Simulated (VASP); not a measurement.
A run of VASP 6.6.1 is set up as follows.

INCAR

```
SYSTEM = TaBe3Se5
PREC     = Accurate       ! precision mode
ENCUT    = 600            ! plane-wave cutoff, eV
EDIFF    = 1E-6           ! SCF threshold, eV
ISMEAR   = 0              ! smearing method
SIGMA    = 0.1            ! smearing width, eV
LREAL    = .FALSE.        ! projectors in reciprocal space
LASPH    = .TRUE.         ! aspherical terms in the spheres
NELM     = 120            ! most SCF steps
ALGO     = Normal         ! electronic algorithm
ISIF     = 2              ! what is computed and relaxed
LWAVE    = .FALSE.        ! write WAVECAR
LCHARG   = .TRUE.         ! write CHGCAR
GGA      = PE             ! functional
LELF     = .TRUE.         ! ELF
LVHAR    = .TRUE.       
NBANDS   = 34             ! bands
GGA_COMPAT= .FALSE.
```

File KPOINTS:

```
regular mesh
0
G
  6 6 2
  0 0 0
```

POSCAR

```
TaBe3Se5
1.0
    5.2549687511      0.0000000000      0.0000000000
   -2.6274843755      4.5509364345      0.0000000000
    0.0000000000      0.0000000000      8.2996610316
Ta Be Se
1 3 5
Direct
    0.0000000000      0.0000000000      0.5000000000
    0.5000000000      0.0000000000      0.0000000000
    0.0000000000      0.5000000000      0.0000000000
    0.5000000000      0.5000000000      0.0000000000
    0.0000000000      0.0000000000      0.8161300733
    0.0000000000      0.0000000000      0.1838699267
    0.5000000000      0.0000000000      0.5000000000
    0.0000000000      0.5000000000      0.5000000000
    0.5000000000      0.5000000000      0.5000000000
```

Potentials or basis: VASP PAW PBE potentials, release 64 (Ta_pv, Be, Se).

Launch:

```bash
$ cat potpaw_PBE.64/Ta_pv/POTCAR potpaw_PBE.64/Be/POTCAR potpaw_PBE.64/Se/POTCAR > POTCAR
$ mpirun -np 1 vasp_std > vasp.out
```

Question: What does it give for the band gap on the k mesh?

Answer: Zero (an odd number of electrons rules out a gap without spin polarisation).

Question: Predict the pressure.

Answer: -0.1 GPa.

Forces in eV/Å, atoms in the order of the input:
```
Ta   0.000  0.000  0.000
Be   0.000  0.000  0.000
Be   0.000  0.000  0.000
Be   0.000  0.000  0.000
Se   0.000  0.000  0.009
Se   0.000  0.000 -0.009
Se   0.000  0.000  0.000
Se   0.000  0.000  0.000
Se   0.000  0.000  0.000
```

Caveat: the k points lie up to 0.38 Å⁻¹ apart, too coarse for converged energies and pressures of a metal; spin-orbit coupling is left out, which moves the levels of the heavy elements; an odd number of electrons without spin polarisation forces a metal; a magnetic or distorted state may lie lower.
